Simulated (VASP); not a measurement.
# MoS2 (P-3m1) in VASP: notebook

MoS2 is run at these levels: LDA; tasks: single point, relaxation of volume and atoms at fixed shape.

Everything below comes from runs of VASP 6.6.1. Logs are shortened: lines on timing, memory, paths and dates and some standing lists are left out, and cuts for length are marked.

## 1. The cell of the first run

The structure is trigonal, space group P-3m1 (No. 164). The conventional cell has a = 3.110 Å, b = 3.110 Å, c = 6.083 Å, α = 90.00°, β = 90.00°, γ = 120.00°. Within 3.2 Å of Mo (site symmetry -3m) lie 6 S at 2.40 Å and 6 Mo at 3.11 Å. S (site symmetry 3m) has 3 Mo at 2.40 Å and 6 S at 3.11 Å within 3.2 Å.

## 2. Single point, LDA

Contents of INCAR:

```
PREC = Accurate
ENCUT = 520
EDIFF = 1E-6
ISMEAR = -1
SIGMA = 0.1
LREAL = F
LASPH = T
NELM = 80
ALGO = Normal
ISIF = 2
LWAVE = F
LCHARG = F
GGA = CA
NBANDS = 20
```

Contents of KPOINTS:

```
regular mesh
0
Gamma
  9 9 4
```

Contents of POSCAR:

```
MoS2
1.0
    3.1101110509     -0.0000002782      0.0000000000
   -1.5550552846      2.6934353178      0.0000000000
    0.0000000000      0.0000000000      6.0829457247
Mo S
1 2
Direct
    0.0000000000      0.0000000000      0.5000000000
    0.3333333333      0.6666666667      0.2387792895
    0.6666666667      0.3333333333      0.7612207105
```

Potentials or basis: VASP PAW LDA potentials, release 64 (Mo_sv, S).

On the command line:

```sh
$ cat potpaw_LDA.64/Mo_sv/POTCAR potpaw_LDA.64/S/POTCAR > POTCAR
$ mpirun -np 1 vasp_std > vasp.out
```

OUTCAR:

```text
PREC = Accurate
   ENCUT = 520
   EDIFF = 1E-6
   ISMEAR = -1
   LREAL = F
   LASPH = T
   NELM = 80
   ISIF = 2
   GGA = CA

 ion  position               nearest neighbor table
   1  0.000  0.000  0.500-   2 2.40   3 2.40   3 2.40   2 2.40   3 2.40   2 2.40
   2  0.333  0.667  0.239-   1 2.40   1 2.40   1 2.40
   3  0.667  0.333  0.761-   1 2.40   1 2.40   1 2.40

  LATTYP: Found a hexagonal cell.
 ALAT       =     3.1101110509
 C/A-ratio  =     1.9558612619

  Lattice vectors:

 A1 = (   3.1101110509,  -0.0000002782,   0.0000000000)
 A2 = (  -1.5550552846,   2.6934353178,   0.0000000000)
 A3 = (   0.0000000000,   0.0000000000,   6.0829457247)

Analysis of symmetry for initial positions (statically):
=====================================================================
 Subroutine PRICEL returns:
 Original cell was already a primitive cell.

 Routine SETGRP: Setting up the symmetry group for a
 hexagonal supercell.

 Subroutine GETGRP returns: Found 12 space group operations
 (whereof 12 operations were pure point group operations)
 out of a pool of 24 trial point group operations.

The static configuration has the point symmetry D_3d.

Analysis of symmetry for dynamics (positions and initial velocities):
=====================================================================
 Subroutine PRICEL returns:
 Original cell was already a primitive cell.

 Routine SETGRP: Setting up the symmetry group for a
 hexagonal supercell.

 Subroutine GETGRP returns: Found 12 space group operations
 (whereof 12 operations were pure point group operations)
 out of a pool of 24 trial point group operations.

The dynamic configuration has the point symmetry D_3d.

 Subroutine INISYM returns: Found 12 space group operations
 (whereof 12 operations are pure point group operations),
 and found     1 'primitive' translations

----------------------------------------------------------------------------------------

                                     Primitive cell

  volume of cell :      50.9561

  direct lattice vectors                    reciprocal lattice vectors
     3.110111051 -0.000000278  0.000000000     0.321531944  0.185636516  0.000000000
    -1.555055285  2.693435318  0.000000000     0.000000033  0.371273089  0.000000000
     0.000000000  0.000000000  6.082945725     0.000000000  0.000000000  0.164394036

  length of vectors
     3.110111051  3.110111051  6.082945725     0.371273089  0.371273089  0.164394036

  position of ions in fractional coordinates (direct lattice)
     0.000000000  0.000000000  0.500000000
     0.333333333  0.666666667  0.238779290
     0.666666667  0.333333333  0.761220710

  ion indices of the primitive-cell ions
   primitive index   ion index
                 1           1
                 2           2
                 3           3

----------------------------------------------------------------------------------------

 KPOINTS: regular mesh

Automatic generation of k-mesh.
 Grid dimensions read from file:
 generate k-points for:    9    9    4

 Generating k-lattice:

  Cartesian coordinates                     Fractional coordinates (reciprocal lattice)
     0.035725772  0.020626280  0.000000000     0.111111111  0.000000000  0.000000000
     0.000000004  0.041252565  0.000000000     0.000000000  0.111111111  0.000000000
     0.000000000  0.000000000  0.041098509     0.000000000  0.000000000  0.250000000

  Length of vectors
     0.041252565  0.041252565  0.041098509

  Shift w.r.t. Gamma in fractional coordinates (k-lattice)
     0.000000000  0.000000000  0.000000000

 Subroutine IBZKPT returns following result:
 ===========================================

 Found     43 irreducible k-points:

 Following reciprocal coordinates:
            Coordinates               Weight
  0.000000  0.000000  0.000000      1.000000
  0.111111  0.000000  0.000000      6.000000
  0.222222  0.000000  0.000000      6.000000
  0.333333  0.000000  0.000000      6.000000
  0.444444  0.000000  0.000000      6.000000
  0.111111  0.111111  0.000000      6.000000
[... 16 lines left out ...]
  0.222222  0.111111  0.250000     12.000000
 -0.111111  0.333333  0.250000     12.000000
 [... further k-points ...]
   k-points           NKPTS =     43   k-points in BZ     NKDIM =     43   number of bands    NBANDS=     20
   number of dos      NEDOS =    301   number of ions     NIONS =      3
   total plane-waves  NPLWV =  27648
   dimension x,y,z NGX =    24 NGY =   24 NGZ =   48
   dimension x,y,z NGXF=    48 NGYF=   48 NGZF=   96
   ions per type =               1   2
   NGX,Y,Z   is equivalent  to a cutoff of  12.83, 12.83, 13.12 a.u.
   NGXF,Y,Z  is equivalent  to a cutoff of  25.66, 25.66, 26.24 a.u.
 SYSTEM =  unknown system
   PREC   = accura    normal or accurate (medium, high low for compatibility)
   ISTART =      0    job   : 0-new  1-cont  2-samecut
   ICHARG =      2    charge: 1-file 2-atom 10-const
   ISPIN  =      1    spin polarized calculation?
   LNONCOLLINEAR =      F non collinear calculations
   LSORBIT =      F    spin-orbit coupling
   LASPH  =      T    aspherical Exc in radial PAW
   ENCUT  =  520.0 eV  38.22 Ry    6.18 a.u.   5.78  5.78 11.31*2*pi/ulx,y,z
   NELM   =     80;   NELMIN=  2; NELMDL= -5     # of ELM steps
   EDIFF  = 0.1E-05   stopping-criterion for ELM
   LREAL  =      F    real-space projection
   EDIFFG = 0.1E-04   stopping-criterion for IOM
   NSW    =      0    number of steps for IOM
   IBRION =     -1    ionic relax: 0-MD 1-quasi-New 2-CG
   NFREE  =      0    steps in history (QN), initial steepest desc. (CG)
   ISIF   =      2    stress and relaxation
   ISYM   =      2    0-nonsym 1-usesym 2-fastsym
   POTIM  = 0.5000    time-step for ionic-motion
   TEBEG  =    0.0;   TEEND  =   0.0 temperature during run
   PSTRESS=    0.0 pullay stress
   NELECT =      26.0000    total number of electrons
   NUPDOWN=      -1.0000    fix difference up-down
   EMIN   =  10.00;   EMAX   =-10.00  energy-range for DOS
   EFERMI =   0.00;   METHOD = LEGACY
   ISMEAR =    -1;   SIGMA  =   0.10  broadening in eV -4-tet -1-fermi 0-gaus
   EFERMI_NEDOS =   21; number of points for ismear=-14 and -15
   IALGO  =     38    algorithm
   IMIX   =      4    mixing-type and parameters
     AMIX     =   0.40;   BMIX     =  1.00
     AMIX_MAG =   1.60;   BMIX_MAG =  1.00
  volume/ion in A,a.u.               =      16.99       114.62
  Fermi-wavevector in a.u.,A,eV,Ry     =   1.308179  2.472100 23.284088  1.711332
  Thomas-Fermi vector in A             =   2.438863
   LORBIT       =      0    0 simple, 1 ext, 2 COOP (PROOUT), +10 PAW based schemes
   GGA     = CA    functional components
   LHFCALC =     F    Hartree Fock is set to
   AEXX    =    0.0000 exact exchange contribution
   IVDW    =     0    specifies the selected vdW correction
   LEPSILON=     F    determine dielectric tensor
   LRPA    =     F    only Hartree local field effects (RPA)
 non-spin polarized calculation
  energy-cutoff  :      520.00
  volume of cell :       50.96
 maximum number of plane-waves:      1402
 NGX is ok and might be reduce to    24
   NGX = 11   NGY = 11   NGZ = 23

 number of electron      25.9999998 magnetization

 Free energy of the ion-electron system (eV)
  ---------------------------------------------------
  ext. energy  EPLUGINS =         0.00000000
  ---------------------------------------------------
  free energy    TOTEN  =       -23.67049932 eV

  energy without entropy =      -23.63541213  energy(sigma->0) =      -23.65295572

 E-fermi :   8.1909     XC(G=0): -11.4081

 val. band max:        8.1424791398   @ k =   0.0000   0.0000   0.5000
 cond. band min:       8.2080697605   @ k =   0.0000   0.0000   0.2500
 fundamental gap:      0.0655906207
 Fermi energy:         8.1908793499

 k-point     1 :       0.0000    0.0000    0.0000
  band No.  band energies     occupation
      1     -53.1335      2.00000
      2     -27.4546      2.00000
      3     -27.2547      2.00000
      4     -27.2547      2.00000
      5      -7.0524      2.00000
      6      -5.3842      2.00000
[... 12 lines left out ...]
     19      15.0642      0.00000
     20      17.9526      0.00000

 k-point     2 :       0.1111    0.0000    0.0000
  band No.  band energies     occupation
      1     -53.1274      2.00000
      2     -27.4432      2.00000
      3     -27.3119      2.00000
      4     -27.2677      2.00000
      5      -6.8414      2.00000
      6      -5.3269      2.00000
[... 12 lines left out ...]
     19      15.6765      0.00000
     20      17.4449      0.00000

 k-point     3 :       0.2222    0.0000    0.0000
  band No.  band energies     occupation
      1     -53.1119      2.00000
      2     -27.4552      2.00000
      3     -27.4140      2.00000
      4     -27.3004      2.00000
      5      -6.2588      2.00000
      6      -5.1711      2.00000
[... 12 lines left out ...]
     19      16.2061      0.00000
     20      17.2682      0.00000

 k-point     4 :       0.3333    0.0000    0.0000
  band No.  band energies     occupation
      1     -53.0942      2.00000
      2     -27.6138      2.00000
      3     -27.3812      2.00000
      4     -27.3373      2.00000
      5      -5.5089      2.00000
      6      -4.9202      2.00000
[... 12 lines left out ...]
     19      15.3399      0.00000
     20      16.4146      0.00000

 k-point     5 :       0.4444    0.0000    0.0000
  band No.  band energies     occupation
      1     -53.0826      2.00000
      2     -27.7155      2.00000
      3     -27.3613      2.00000
      4     -27.3595      2.00000
      5      -5.1213      2.00000
      6      -4.4710      2.00000
[... 12 lines left out ...]
     19      15.3704      0.00000
     20      16.1999      0.00000

 k-point     6 :       0.1111    0.1111    0.0000
  band No.  band energies     occupation
      1     -53.1166      2.00000
      2     -27.4232      2.00000
      3     -27.4068      2.00000
      4     -27.2957      2.00000
      5      -6.4427      2.00000
      6      -5.2210      2.00000
[... 12 lines left out ...]
     19      16.7178      0.00000
     20      17.1534      0.00000

 k-point     7 :       0.2222    0.1111    0.0000
  band No.  band energies     occupation
      1     -53.1000      2.00000
      2     -27.5456      2.00000
      3     -27.3925      2.00000
      4     -27.3423      2.00000
      5      -5.7494      2.00000
      6      -5.0343      2.00000
[... 12 lines left out ...]
     19      16.2401      0.00000
     20      16.8889      0.00000
[... 277 lines left out ...]
 k-point    20 :       0.4444    0.0000    0.2500
  band No.  band energies     occupation
      1     -53.0826      2.00000
      2     -27.7155      2.00000
      3     -27.3613      2.00000
      4     -27.3596      2.00000
      5      -5.2274      2.00000
      6      -4.3138      2.00000
[... 12 lines left out ...]
     19      14.4552      0.00000
     20      16.3816      0.00000

 k-point    21 :       0.0000    0.4444    0.2500
  band No.  band energies     occupation
      1     -53.0826      2.00000
      2     -27.7155      2.00000
      3     -27.3613      2.00000
      4     -27.3596      2.00000
      5      -5.1342      2.00000
      6      -4.4568      2.00000
[... 12 lines left out ...]
     19      14.7996      0.00000
     20      15.5276      0.00000

 k-point    22 :       0.1111    0.1111    0.2500
  band No.  band energies     occupation
      1     -53.1166      2.00000
      2     -27.4233      2.00000
      3     -27.4068      2.00000
      4     -27.2957      2.00000
      5      -6.3095      2.00000
      6      -5.4135      2.00000
[... 12 lines left out ...]
     19      16.6312      0.00000
     20      17.1594      0.00000

 k-point    23 :       0.2222    0.1111    0.2500
  band No.  band energies     occupation
      1     -53.1000      2.00000
      2     -27.5455      2.00000
      3     -27.3925      2.00000
      4     -27.3423      2.00000
      5      -5.7020      2.00000
      6      -5.0836      2.00000
[... 12 lines left out ...]
     19      15.9963      0.00000
     20      17.8177      0.00000

 k-point    24 :      -0.1111    0.3333    0.2500
  band No.  band energies     occupation
      1     -53.1000      2.00000
      2     -27.5455      2.00000
      3     -27.3925      2.00000
      4     -27.3423      2.00000
      5      -5.6031      2.00000
      6      -5.2106      2.00000
[... 12 lines left out ...]
     19      16.7374      0.00000
     20      16.8594      0.00000

 [... further k-points ...]

------------------------ aborting loop because EDIFF is reached ----------------------------------------

  FORCE on cell =-STRESS in cart. coord.  units (eV):
  Direction    XX          YY          ZZ          XY          YZ          ZX
  --------------------------------------------------------------------------------------
  -------------------------------------------------------------------------------------
  Total        0.2059178      0.2059178     -0.2847743     -0.0000000      0.0000000      0.0000000
  in kB        6.4745271      6.4745271     -8.9539566     -0.0000000      0.0000000      0.0000000
  external PRESSURE =       1.3316992 kB  Pullay stress =       0.0000000 kB

 VOLUME and BASIS-vectors are now :
 -----------------------------------------------------------------------------
  energy-cutoff  :      520.00
  volume of cell :       50.96
      direct lattice vectors                 reciprocal lattice vectors
     3.110111051 -0.000000278  0.000000000     0.321531944  0.185636516  0.000000000
    -1.555055285  2.693435318  0.000000000     0.000000033  0.371273089  0.000000000
     0.000000000  0.000000000  6.082945725     0.000000000  0.000000000  0.164394036

 POSITION                                       TOTAL-FORCE (eV/Angst)
 -----------------------------------------------------------------------------------
      0.00000      0.00000      3.04147        -0.000000      0.000000      0.000000
      0.00000      1.79562      1.45248        -0.000000     -0.000000     -0.020510
      1.55506      0.89781      4.63046         0.000000      0.000000      0.020510
 -----------------------------------------------------------------------------------
    total drift:                                0.000000     -0.000000      0.000000

  FREE ENERGIE OF THE ION-ELECTRON SYSTEM (eV)
  ---------------------------------------------------
  free  energy   TOTEN  =       -23.6704993172 eV

  energy  without entropy=      -23.6354121267  energy(sigma->0) =      -23.65295572
```

Run time: 68 s. Hardware: 1 thread of Intel Xeon 8259CL, shared host; peak memory 0.17 GiB.

What came out:

| Property | Result |
| --- | --- |
| Free energy | -23.6705 eV |
| Pressure | 0.1 GPa |
| Largest force | 0.021 eV/Å |
| Band gap on the k mesh | zero (bands 13 and 14 overlap by 1.04 eV) |

Forces in eV/Å, atoms in the order of the input:
```
Mo   0.000  0.000  0.000
S    0.000  0.000 -0.021
S    0.000  0.000  0.021
```

## 3. Relaxation of volume and atoms at fixed shape, LDA

This run uses another cell than the first one, of 18.98 Å³/atom.

Contents of INCAR:

```
SYSTEM = MoS2
PREC = Accurate
ENCUT = 600
EDIFF = 1E-7
ISMEAR = -1
SIGMA = 0.1
LREAL = .False.
LASPH = .True.
NELM = 80
ALGO = Normal
ISIF = 8
LWAVE = .False.
LCHARG = .False.
GGA = CA
IBRION = 2
NSW = 80
EDIFFG = -0.01
```

Contents of KPOINTS:

```
regular mesh
0
Gamma
  9 9 4
  0 0 0
```

Contents of POSCAR:

```
MoS2
1.0
    3.2274650000      0.0000000000      0.0000000000
   -1.6137320000      2.7950660000      0.0000000000
    0.0000000000      0.0000000000      6.3124730000
Mo S
1 2
Direct
    0.0000000000      0.0000000000      0.5000000000
    0.3333333333      0.6666666667      0.2553190000
    0.6666666667      0.3333333333      0.7446810000
```

Potentials or basis: VASP PAW LDA potentials, release 64 (Mo_sv, S).

On the command line:

```sh
$ cat potpaw_LDA.64/Mo_sv/POTCAR potpaw_LDA.64/S/POTCAR > POTCAR
$ mpirun -np 1 vasp_std > vasp.out
```

Run time: 9.5 min. Hardware: 1 thread of Intel Xeon 8259CL, shared host; peak memory 0.21 GiB.

The run converged. Its results:

```yaml
Free_energy: -23.6728 eV
Relaxed_volume: 17.01 Å³/atom
Relaxed_cell: a = 3.111 Å, b = 3.111 Å, c = 6.085 Å, α = 90.00°, β = 90.00°, γ = 120.00°
Space_group_after_relaxing_to_0.1_Å: P-3m1 (No. 164)
Energy_gained_by_relaxing: 35.2 meV/atom
Ionic_steps: 9
Pressure_after_relaxing: 0.0 GPa
Band_gap_on_the_k_mesh: zero (bands 13 and 14 overlap by 1.04 eV)
```

Stress tensor (GPa, compression positive):
```
 0.51  0.00  0.00
 0.00  0.51  0.00
 0.00  0.00 -1.04
```

Step by step:
```tsv
step	energy change (eV)	largest force (eV/Å)	pressure (GPa)	volume (Å³)
1	0.0000	0.1327	-5.76	56.94
2	0.0657	1.7901	10.52	51.50
3	-0.0415	0.5460	-0.33	54.77
4	-0.0652	0.4420	-0.27	53.93
5	-0.1041	0.1154	0.20	51.45
6	-0.1055	0.0277	0.37	50.85
7	-0.1055	0.0393	0.34	50.92
8	-0.1041	0.1329	-1.22	51.37
9	-0.1056	0.0018	-0.01	51.02
```

Final structure:
```xyz
3
Lattice="3.1114 0.0000 0.0000 -1.5557 2.6945 0.0000 0.0000 0.0000 6.0855" Properties=species:S:1:pos:R:3 pbc="T T T"
Mo    0.0000    0.0000    3.0427
S     0.0000    1.7964    1.4533
S     1.5557    0.8982    4.6322
```

Levels at points of the mesh, in eV from the Fermi level:
| k point | band 10 | band 11 | band 12 | band 13 | band 14 | band 15 | band 16 | band 17 |
| --- | --- | --- | --- | --- | --- | --- | --- | --- |
| (0.00, 0.00, 0.00) | -1.71 | -1.70 | -0.84 | -0.84 | 0.08 | 0.08 | 3.26 | 3.26 |
| (0.00, 0.00, 0.50) | -3.78 | -0.85 | -0.85 | -0.19 | -0.05 | -0.05 | 3.54 | 3.54 |
